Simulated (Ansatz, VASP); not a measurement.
# Two plane-wave programs on Be

```xyz
1
Lattice="0.0000 1.5733 1.5733 1.5733 0.0000 1.5733 1.5733 1.5733 0.0000" Properties=species:S:1:pos:R:3 pbc="T T T"
Be    0.0000    0.0000    0.0000
```

Alike in both runs: functional PBEsol; k mesh 20 × 20 × 20; occupations gaussian, width 0.02 eV; no spin polarisation.

Ansatz relaxed the structure, and its values are those at the end. VASP's run is a single point on that final structure, the one shown.

|  | VASP | Ansatz |
| --- | --- | --- |
| version | VASP 6.6.1 | Ansatz 0.2.0 |
| potentials or method | VASP PAW PBE potentials, release 64 (Be), cutoff 520 eV | scalar-relativistic, plane waves, PAW |
| valence electrons in the cell | 2 | 2 |

VASP gave:

```
gap on the k mesh at the Fermi level (eV) : none
pressure (GPa)                            : 0.3
```

**Question.** Which values does Ansatz return?

**Answer.** gap on the k mesh at the Fermi level (eV): none; pressure (GPa): -0.1.

VASP's potentials were made for PBE, not for PBEsol. A gap of «none» marks a metal or a gap that the smearing closes.
